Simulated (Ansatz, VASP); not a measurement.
## AgI in VASP and in Ansatz

```
Ag I
1.0
    -2.32432    2.32432    3.29075
     2.32432   -2.32432    3.29075
     2.32432    2.32432   -3.29075
Ag I
1 1
Direct
  0.25000 0.75000 0.50000
  0.00000 0.00000 0.00000
```

Alike in both runs: task single point; functional PBE-based screened hybrid; k mesh 4 × 4 × 4; no spin polarisation.

```csv
,VASP,Ansatz
version,VASP 6.6.1,Ansatz 0.2.0
potentials or method,"VASP PAW PBE potentials, release 64 (Ag, I)",plane waves
plane-wave cutoff (eV),400,420
occupations,"gaussian, width 0.01 eV",fixed
valence electrons in the cell,18,36
```

VASP gave:

- gap on the k mesh at the Fermi level (eV): 1.59
- pressure (GPa): 0.6

Question: What did Ansatz give for the same quantities?

Answer: gap on the k mesh at the Fermi level (eV): 1.60; pressure (GPa): 0.8.

VASP's potentials were made for PBE, not for PBE-based screened hybrid. VASP's potentials hold 18 valence electrons a cell and Ansatz's 36, so a difference there can come from the potentials and not from the codes. Ansatz's warnings: stress exchange threshold loose, stress scf threshold loose.

The k mesh is coarse, so the values compare programs but aren't converged. Neither program's run includes spin-orbit coupling.
